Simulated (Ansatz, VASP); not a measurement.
Ba: VASP beside Ansatz

Contents of INCAR:

```
  ALGO = Fast
  EDIFF = 1E-7
  ENCUT = 520
  GGA = PS
  ISIF = 2
  ISMEAR = 0
  LASPH = T
  LCHARG = F
  LREAL = F
  LWAVE = F
  NBANDS = 11
  NELM = 60
  PREC = Accurate
  SIGMA = 0.15
```

Contents of KPOINTS:

```
k-points
0
Gamma
  14 14 14
```

File POSCAR:

```
Ba
1.0
   -1.0766400130      2.5241627062      2.5241627062
    2.5241627062     -1.0766400130      2.5241627062
    2.5241627062      2.5241627062     -1.0766400130
Ba
1
Direct
    0.0000000000      0.0000000000      0.0000000000
```

Input for Ansatz:

```yaml
crystal:
  lattice:
    - [-1.076640013, 2.5241627062, 2.5241627062]
    - [2.5241627062, -1.076640013, 2.5241627062]
    - [2.5241627062, 2.5241627062, -1.076640013]
  atoms:
    - { symbol: Ba, position: [0.0, 0.0, 0.0] }
basis:
  ecutwfc: 420
kpoints:
  mp_grid: { grid: [14, 14, 14] }
hamiltonian:
  xc: pbesol
  pseudopotentials: { kind: paw }
scf:
  occupations: { method: gaussian, width: 0.15 }
output:
  forces: true
  stress: true
  eigenvalues: true
```

Alike in both runs: task single point; functional PBEsol; k mesh 14 × 14 × 14; occupations gaussian, width 0.15 eV; no spin polarisation.

|  | VASP | Ansatz |
| --- | --- | --- |
| version | VASP 6.6.1 | Ansatz 0.2.0 |
| potentials or method | VASP PAW PBE potentials, release 64 (Ba_sv), cutoff 520 eV | scalar-relativistic, plane waves, PAW |
| valence electrons in the cell | 10 | 10 |

|  | VASP | Ansatz | Ansatz less VASP |
| --- | --- | --- | --- |
| gap on the k mesh at the Fermi level (eV) | none | none | - |
| pressure (GPa) | 1.1 | 0.8 | -0.30 |
| traceless stress, the component that is largest in VASP (GPa) | 0.27 | 0.26 | -0.016 |

VASP's potentials were made for PBE, not for PBEsol. A gap of «none» marks a metal or a gap that the smearing closes.

Neither program's run includes spin-orbit coupling.
